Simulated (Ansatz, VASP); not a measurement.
**One calculation of PbSe, two programs**

The input INCAR:

```
SYSTEM = PbSe
  ALGO = Normal
  EDIFF = 1E-6
  ENCUT = 500
  GGA = PE
  GGA_COMPAT = .False.
  ISIF = 2
  ISMEAR = 0
  LASPH = .True.
  LCHARG = .False.
  LREAL = .False.
  LWAVE = .False.
  NBANDS = 17
  NELM = 120
  PREC = Accurate
  SIGMA = 0.01
```

KPOINTS

```
k-points
0
Gamma
  6 6 6
  0 0 0
```

POSCAR

```
PbSe
1.0
    0.0000000000      3.0887022205      3.0887022205
    3.0887022205      0.0000000000      3.0887022205
    3.0887022205      3.0887022205      0.0000000000
Pb Se
1 1
Direct
    0.0000000000      0.0000000000      0.0000000000
    0.5000000000      0.5000000000      0.5000000000
```

Input for Ansatz:

```yaml
crystal:
  lattice:
    - [0.0, 3.0887022205, 3.0887022205]
    - [3.0887022205, 0.0, 3.0887022205]
    - [3.0887022205, 3.0887022205, 0.0]
  atoms:
    - { symbol: Pb, position: [0.0, 0.0, 0.0] }
    - { symbol: Se, position: [0.5, 0.5, 0.5] }
kpoints:
  mp_grid: { grid: [6, 6, 6] }
hamiltonian:
  xc: pbe
scf:
  occupations: { method: fixed }
  n_extra_bands: 4
  mixing: { preconditioner: resta }
output:
  forces: true
  stress: true
  eigenvalues: true
```

Alike in both runs: task single point; functional PBE; k mesh 6 × 6 × 6; no spin polarisation.

|  | VASP | Ansatz |
| --- | --- | --- |
| version | VASP 6.6.1 | Ansatz 0.2.0 |
| potentials or method | VASP PAW PBE potentials, release 64 (Pb_d, Se) | plane waves |
| plane-wave cutoff (eV) | 500 | 420 |
| occupations | gaussian, width 0.01 eV | fixed |
| valence electrons in the cell | 20 | 30 |

|  | VASP | Ansatz | Ansatz less VASP |
| --- | --- | --- | --- |
| gap on the k mesh at the Fermi level (eV) | 0.38 | 0.38 | -0.005 |
| pressure (GPa) | 0.9 | 0.9 | +0.02 |

VASP's potentials hold 20 valence electrons a cell and Ansatz's 30, so a difference there can come from the potentials and not from the codes.

Neither program's run includes spin-orbit coupling.
